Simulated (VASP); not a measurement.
Input of a VASP 6.6.1 run:

The input INCAR:

```
PREC = Accurate
ENCUT = 520
EDIFF = 1E-6
ISMEAR = 0
SIGMA = 0.1
LREAL = False
LASPH = True
NELM = 100
ALGO = Normal
ISIF = 2
LWAVE = False
LCHARG = True
LDIPOL = True
IDIPOL = 3
DIPOL = 0.5 0.5 0.352
GGA = PE
LELF = True
LVHAR = True
LVACPOTAV = True
NBANDS = 53
```

File KPOINTS:

```
Automatic mesh
0
Gamma
  10 6 1
```

File POSCAR:

```
SiRu6
1.0
    2.7197977462      0.0000000000      0.0000000000
    0.0000000000      4.2966597640      0.0000000000
    0.0000000000      0.0000000000     20.8383397414
Ru Si
6 1
Direct
    0.0000000000      0.7500000000      0.1919538720
    0.5000000000      0.2500000000      0.2296314409
    0.5000000000      0.7500000000      0.3049865786
    0.0000000000      0.2500000000      0.3407382302
    0.0000000000      0.7500000000      0.4168575075
    0.5000000000      0.2500000000      0.4481326179
    1.0000000000      0.4500000000      0.5330669941
```

Potentials or basis: VASP PAW PBE potentials, release 64 (Ru_pv, Si).

The run is started by

```console
$ cat potpaw_PBE.64/Ru_pv/POTCAR potpaw_PBE.64/Si/POTCAR > POTCAR
$ mpirun -np 1 vasp_std > vasp.out
```

Problem. What does it give for the band gap on the k mesh?

Solution. Zero (bands 44 and 45 overlap by 1.21 eV).

Problem. Estimate the largest force.

Solution. 1.092 eV/Å.

Forces in eV/Å, atoms in the order of the input:
```
Ru   0.000  0.066  0.869
Ru   0.000 -0.077 -0.504
Ru   0.000 -0.111 -0.205
Ru   0.000  0.120 -0.992
Ru   0.000  0.069  0.016
Ru   0.000 -0.742  0.802
Si   0.000  0.675  0.015
```
